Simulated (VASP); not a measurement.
# LuH2 (Fm-3m) in VASP: a series of runs

LuH2 is run at these levels: PBEsol; tasks: single point.

All numbers are computed with VASP 6.6.1; they aren't measurements. Logs are shortened: lines on timing, memory, paths and dates and some standing lists are left out, and cuts for length are marked.

**1. The cell of the first run**

The structure is cubic, space group Fm-3m (No. 225). The conventional cell has a = 4.762 Å, b = 4.762 Å, c = 4.762 Å, α = 90.00°, β = 90.00°, γ = 90.00°. Lu (site symmetry m-3m) has 8 H at 2.06 Å within 2.7 Å. H (site symmetry -43m) has 4 Lu at 2.06 Å and 6 H at 2.38 Å within 2.7 Å.

**2. Single point, PBEsol**

File INCAR:

```
PREC = Accurate ; ENCUT = 520
EDIFF = 1E-7 ; ISMEAR = -1
SIGMA = 0.1 ; LREAL = F
LASPH = T ; NELM = 80
ALGO = Normal ; ISIF = 2
LWAVE = F ; LCHARG = F
GGA = PS ; NBANDS = 20
```

File KPOINTS:

```
regular mesh
0
Gamma
  14 14 14
```

File POSCAR:

```
LuH2
1.0
    0.0000000000      2.3809998930      2.3809998930
    2.3809998930      0.0000000000      2.3809998930
    2.3809998930      2.3809998930      0.0000000000
Lu H
1 2
Direct
    0.0000000000      0.0000000000      0.0000000000
    0.2500000000      0.2500000000      0.2500000000
    0.7500000000      0.7500000000      0.7500000000
```

Potentials or basis: VASP PAW PBE potentials, release 64 (Lu, H).

Launch:

```sh
cat potpaw_PBE.64/Lu/POTCAR potpaw_PBE.64/H/POTCAR > POTCAR
mpirun -np 1 vasp_std > vasp.out
```

OUTCAR:

```text
PREC = Accurate
   ENCUT = 520
   EDIFF = 1E-7
   ISMEAR = -1
   LREAL = F
   LASPH = T
   NELM = 80
   ISIF = 2
   GGA = PS

 ion  position               nearest neighbor table
   1  0.000  0.000  0.000-   3 2.06   3 2.06   3 2.06   2 2.06   3 2.06   2 2.06   2 2.06   2 2.06

   2  0.250  0.250  0.250-   1 2.06   1 2.06   1 2.06   1 2.06
   3  0.750  0.750  0.750-   1 2.06   1 2.06   1 2.06   1 2.06

  LATTYP: Found a face centered cubic cell.
 ALAT       =     4.7619997860

  Lattice vectors:

 A1 = (   0.0000000000,   2.3809998930,   2.3809998930)
 A2 = (   2.3809998930,   0.0000000000,   2.3809998930)
 A3 = (   2.3809998930,   2.3809998930,   0.0000000000)

Analysis of symmetry for initial positions (statically):
=====================================================================
 Subroutine PRICEL returns:
 Original cell was already a primitive cell.

 Routine SETGRP: Setting up the symmetry group for a
 face centered cubic supercell.

 Subroutine GETGRP returns: Found 48 space group operations
 (whereof 48 operations were pure point group operations)
 out of a pool of 48 trial point group operations.

The static configuration has the point symmetry O_h .

Analysis of symmetry for dynamics (positions and initial velocities):
=====================================================================
 Subroutine PRICEL returns:
 Original cell was already a primitive cell.

 Routine SETGRP: Setting up the symmetry group for a
 face centered cubic supercell.

 Subroutine GETGRP returns: Found 48 space group operations
 (whereof 48 operations were pure point group operations)
 out of a pool of 48 trial point group operations.

The dynamic configuration has the point symmetry O_h .

 Subroutine INISYM returns: Found 48 space group operations
 (whereof 48 operations are pure point group operations),
 and found     1 'primitive' translations

----------------------------------------------------------------------------------------

                                     Primitive cell

  volume of cell :      26.9965

  direct lattice vectors                    reciprocal lattice vectors
     0.000000000  2.380999893  2.380999893    -0.209995810  0.209995810  0.209995810
     2.380999893  0.000000000  2.380999893     0.209995810 -0.209995810  0.209995810
     2.380999893  2.380999893  0.000000000     0.209995810  0.209995810 -0.209995810

  length of vectors
     3.367242341  3.367242341  3.367242341     0.363723411  0.363723411  0.363723411

  position of ions in fractional coordinates (direct lattice)
     0.000000000  0.000000000  0.000000000
     0.250000000  0.250000000  0.250000000
     0.750000000  0.750000000  0.750000000

  ion indices of the primitive-cell ions
   primitive index   ion index
                 1           1
                 2           2
                 3           3

----------------------------------------------------------------------------------------

 KPOINTS: regular mesh

Automatic generation of k-mesh.
 Grid dimensions read from file:
 generate k-points for:   14   14   14

 Generating k-lattice:

  Cartesian coordinates                     Fractional coordinates (reciprocal lattice)
    -0.014999701  0.014999701  0.014999701     0.071428571  0.000000000  0.000000000
     0.014999701 -0.014999701  0.014999701     0.000000000  0.071428571  0.000000000
     0.014999701  0.014999701 -0.014999701     0.000000000  0.000000000  0.071428571

  Length of vectors
     0.025980244  0.025980244  0.025980244

  Shift w.r.t. Gamma in fractional coordinates (k-lattice)
     0.000000000  0.000000000  0.000000000

 Subroutine IBZKPT returns following result:
 ===========================================

 Found    104 irreducible k-points:

 Following reciprocal coordinates:
            Coordinates               Weight
  0.000000  0.000000  0.000000      1.000000
  0.071429  0.000000  0.000000      8.000000
  0.142857  0.000000  0.000000      8.000000
  0.214286  0.000000  0.000000      8.000000
  0.285714  0.000000  0.000000      8.000000
  0.357143  0.000000  0.000000      8.000000
[... 16 lines left out ...]
  0.214286  0.142857  0.000000     24.000000
  0.285714  0.142857  0.000000     24.000000
 [... further k-points ...]
   k-points           NKPTS =    104   k-points in BZ     NKDIM =    104   number of bands    NBANDS=     20
   number of dos      NEDOS =    301   number of ions     NIONS =      3
   total plane-waves  NPLWV =  21952
   dimension x,y,z NGX =    28 NGY =   28 NGZ =   28
   dimension x,y,z NGXF=    56 NGYF=   56 NGZF=   56
   ions per type =               1   2
   NGX,Y,Z   is equivalent  to a cutoff of  13.82, 13.82, 13.82 a.u.
   NGXF,Y,Z  is equivalent  to a cutoff of  27.65, 27.65, 27.65 a.u.
 SYSTEM =  unknown system
   PREC   = accura    normal or accurate (medium, high low for compatibility)
   ISTART =      0    job   : 0-new  1-cont  2-samecut
   ICHARG =      2    charge: 1-file 2-atom 10-const
   ISPIN  =      1    spin polarized calculation?
   LNONCOLLINEAR =      F non collinear calculations
   LSORBIT =      F    spin-orbit coupling
   LASPH  =      T    aspherical Exc in radial PAW
   ENCUT  =  520.0 eV  38.22 Ry    6.18 a.u.   6.26  6.26  6.26*2*pi/ulx,y,z
   NELM   =     80;   NELMIN=  2; NELMDL= -5     # of ELM steps
   EDIFF  = 0.1E-06   stopping-criterion for ELM
   LREAL  =      F    real-space projection
   EDIFFG = 0.1E-05   stopping-criterion for IOM
   NSW    =      0    number of steps for IOM
   IBRION =     -1    ionic relax: 0-MD 1-quasi-New 2-CG
   NFREE  =      0    steps in history (QN), initial steepest desc. (CG)
   ISIF   =      2    stress and relaxation
   ISYM   =      2    0-nonsym 1-usesym 2-fastsym
   POTIM  = 0.5000    time-step for ionic-motion
   TEBEG  =    0.0;   TEEND  =   0.0 temperature during run
   PSTRESS=    0.0 pullay stress
   NELECT =      27.0000    total number of electrons
   NUPDOWN=      -1.0000    fix difference up-down
   EMIN   =  10.00;   EMAX   =-10.00  energy-range for DOS
   EFERMI =   0.00;   METHOD = LEGACY
   ISMEAR =    -1;   SIGMA  =   0.10  broadening in eV -4-tet -1-fermi 0-gaus
   EFERMI_NEDOS =   21; number of points for ismear=-14 and -15
   IALGO  =     38    algorithm
   IMIX   =      4    mixing-type and parameters
     AMIX     =   0.40;   BMIX     =  1.00
     AMIX_MAG =   1.60;   BMIX_MAG =  1.00
  volume/ion in A,a.u.               =       9.00        60.73
  Fermi-wavevector in a.u.,A,eV,Ry     =   1.637168  3.093800 36.467977  2.680321
  Thomas-Fermi vector in A             =   2.728353
   LORBIT       =      0    0 simple, 1 ext, 2 COOP (PROOUT), +10 PAW based schemes
   GGA     = PS    functional components
   LHFCALC =     F    Hartree Fock is set to
   AEXX    =    0.0000 exact exchange contribution
   IVDW    =     0    specifies the selected vdW correction
   LEPSILON=     F    determine dielectric tensor
   LRPA    =     F    only Hartree local field effects (RPA)
 non-spin polarized calculation
  energy-cutoff  :      520.00
  volume of cell :       27.00
 maximum number of plane-waves:       748
 NGX is ok and might be reduce to    28
   NGX = 13   NGY = 13   NGZ = 13

 number of electron      26.9999997 magnetization

 Free energy of the ion-electron system (eV)
  ---------------------------------------------------
  ext. energy  EPLUGINS =         0.00000000
  ---------------------------------------------------
  free energy    TOTEN  =       -13.54805514 eV

  energy without entropy =      -13.52951337  energy(sigma->0) =      -13.53878426

 E-fermi :   3.0851     XC(G=0): -12.0346

 val. band max:        3.0319482365   @ k =  -0.3571   0.2143   0.0000
 cond. band min:       3.0966691368   @ k =   0.4286   0.2143   0.0000
 fundamental gap:      0.0647209003
 Fermi energy:         3.0851160911

 k-point     1 :       0.0000    0.0000    0.0000
  band No.  band energies     occupation
      1     -52.4960      2.00000
      2     -22.9294      2.00000
      3     -22.9294      2.00000
      4     -22.9294      2.00000
      5      -6.7747      2.00000
      6      -1.8376      2.00000
[... 12 lines left out ...]
     19      14.4271      0.00000
     20      16.7118      0.00000

 k-point     2 :       0.0714    0.0000    0.0000
  band No.  band energies     occupation
      1     -52.4936      2.00000
      2     -22.9722      2.00000
      3     -22.9343      2.00000
      4     -22.9343      2.00000
      5      -6.6266      2.00000
      6      -1.8461      2.00000
[... 12 lines left out ...]
     19      13.7057      0.00000
     20      17.0621      0.00000

 k-point     3 :       0.1429    0.0000    0.0000
  band No.  band energies     occupation
      1     -52.4869      2.00000
      2     -23.0898      2.00000
      3     -22.9479      2.00000
      4     -22.9479      2.00000
      5      -6.2068      2.00000
      6      -1.8711      2.00000
[... 12 lines left out ...]
     19      12.6960      0.00000
     20      18.0299      0.00000

 k-point     4 :       0.2143    0.0000    0.0000
  band No.  band energies     occupation
      1     -52.4771      2.00000
      2     -23.2546      2.00000
      3     -22.9674      2.00000
      4     -22.9674      2.00000
      5      -5.5915      2.00000
      6      -1.9068      2.00000
[... 12 lines left out ...]
     19      12.1981      0.00000
     20      17.1261      0.00000

 k-point     5 :       0.2857    0.0000    0.0000
  band No.  band energies     occupation
      1     -52.4663      2.00000
      2     -23.4306      2.00000
      3     -22.9890      2.00000
      4     -22.9890      2.00000
      5      -4.9159      2.00000
      6      -1.9281      2.00000
[... 12 lines left out ...]
     19      12.8617      0.00000
     20      15.0036      0.00000
[... 353 lines left out ...]
      6      -1.8607      2.00000
[... 12 lines left out ...]
     19      13.1545      0.00000
     20      17.0673      0.00000

 k-point    22 :       0.1429    0.1429    0.0000
  band No.  band energies     occupation
      1     -52.4838      2.00000
      2     -23.0924      2.00000
      3     -22.9790      2.00000
      4     -22.9790      2.00000
      5      -6.0031      2.00000
      6      -1.8901      2.00000
[... 12 lines left out ...]
     19      13.3307      0.00000
     20      17.3341      0.00000

 k-point    23 :       0.2143    0.1429    0.0000
  band No.  band energies     occupation
      1     -52.4766      2.00000
      2     -23.1998      2.00000
      3     -23.0035      2.00000
      4     -22.9993      2.00000
      5      -5.5201      2.00000
      6      -1.9299      2.00000
[... 12 lines left out ...]
     19      13.1465      0.00000
     20      17.4063      0.00000

 k-point    24 :       0.2857    0.1429    0.0000
  band No.  band energies     occupation
      1     -52.4671      2.00000
      2     -23.3427      2.00000
      3     -23.0278      2.00000
      4     -23.0250      2.00000
      5      -4.8778      2.00000
      6      -1.9794      2.00000
[... 12 lines left out ...]
     19      13.0031      0.00000
     20      15.6841      0.00000

 [... further k-points ...]
[... 5 lines left out ...]
  --------------------------------------------------------------------------------------
  -------------------------------------------------------------------------------------
  Total        2.6125915      2.6125915      2.6125915      0.0000000      0.0000000     -0.0000000
  in kB      155.0507853    155.0507853    155.0507853      0.0000000      0.0000000     -0.0000000
  external PRESSURE =     155.0507853 kB  Pullay stress =       0.0000000 kB

 VOLUME and BASIS-vectors are now :
 -----------------------------------------------------------------------------
  energy-cutoff  :      520.00
  volume of cell :       27.00
      direct lattice vectors                 reciprocal lattice vectors
     0.000000000  2.380999893  2.380999893    -0.209995810  0.209995810  0.209995810
     2.380999893  0.000000000  2.380999893     0.209995810 -0.209995810  0.209995810
     2.380999893  2.380999893  0.000000000     0.209995810  0.209995810 -0.209995810

 POSITION                                       TOTAL-FORCE (eV/Angst)
 -----------------------------------------------------------------------------------
      0.00000      0.00000      0.00000        -0.000000     -0.000000      0.000000
      1.19050      1.19050      1.19050         0.000000      0.000000      0.000000
      3.57150      3.57150      3.57150        -0.000000     -0.000000     -0.000000
 -----------------------------------------------------------------------------------
    total drift:                                0.000000     -0.000000      0.000000

  FREE ENERGIE OF THE ION-ELECTRON SYSTEM (eV)
  ---------------------------------------------------
  free  energy   TOTEN  =       -13.5480551362 eV

  energy  without entropy=      -13.5295133749  energy(sigma->0) =      -13.53878426
```

Run time: 35 s. Hardware: 1 thread of AMD EPYC 9R45 (Zen 5), shared host; peak memory 0.18 GiB.

Results:

```
Free energy : -13.5481 eV
Pressure    : 15.5 GPa
```

Levels at points of the mesh, in eV from the Fermi level:
| k point | band 9 | band 10 | band 11 | band 12 | band 13 | band 14 | band 15 | band 16 | band 17 | band 18 |
| --- | --- | --- | --- | --- | --- | --- | --- | --- | --- | --- |
| (0.00, 0.00, 0.00) | -4.43 | -4.32 | -4.32 | -4.32 | 0.08 | 1.57 | 1.57 | 1.57 | 4.95 | 4.95 |
| (0.50, 0.00, 0.00) | -4.40 | -4.34 | -4.34 | -4.31 | -3.36 | 1.62 | 1.62 | 5.52 | 6.84 | 6.84 |
| (0.50, 0.50, 0.00) | -4.41 | -4.37 | -4.36 | -4.36 | -3.36 | -2.66 | 7.10 | 7.22 | 7.22 | 7.81 |

Caveat: the PAW data sets were made with another functional, which shifts forces and pressure a little; spin-orbit coupling is left out, which moves the levels of the heavy elements.

(Continued in part 2 of 2.)
